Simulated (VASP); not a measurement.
Here is a VASP 6.6.1 calculation.

INCAR

```
ALGO     = Normal         # electronic algorithm
EDIFF    = 1E-6           # SCF threshold, eV
ENCUT    = 520            # plane-wave cutoff, eV
GGA      = PE             # functional
ISIF     = 2              # what is computed and relaxed
ISMEAR   = 0              # smearing method
ISPIN    = 2              # spin polarisation
LASPH    = True           # aspherical terms in the spheres
LCHARG   = False          # write CHGCAR
LMAXMIX  = 4              # l up to which the mixer works
LORBIT   = 11             # projections on sites
LREAL    = False          # projectors in reciprocal space
LWAVE    = False          # write WAVECAR
MAGMOM   = 1.86 1.86      # initial moments
NBANDS   = 20             # bands
NELM     = 150            # most SCF steps
PREC     = Accurate       # precision mode
SIGMA    = 0.15           # smearing width, eV
```

File KPOINTS:

```
k-points
0
Gamma
  21 21 12
```

File POSCAR:

```
Co
1.0
    2.4684000000      0.0000000000      0.0000000000
   -1.2342000000      2.1376971067      0.0000000000
    0.0000000000      0.0000000000      3.7097000000
Co
2
Direct
    0.3333333333      0.6666666667      0.2500000000
    0.6666666667      0.3333333333      0.7500000000
```

Potentials or basis: VASP PAW PBE potentials, release 64 (Co).

Command:

```console
$ cat potpaw_PBE.64/Co/POTCAR > POTCAR
$ mpirun -np 1 vasp_std > vasp.out
```

**Question.** Predict the site moments.

**Answer.** Co +1.50 μB.

**Question.** Predict the pressure.

**Answer.** 28.3 GPa.

**Question.** What does it give for the net moment?

**Answer.** 2.99 μB per cell.

Stress tensor (GPa, compression positive):
```
18.98  0.00  0.00
 0.00 18.98  0.00
 0.00  0.00 46.93
```
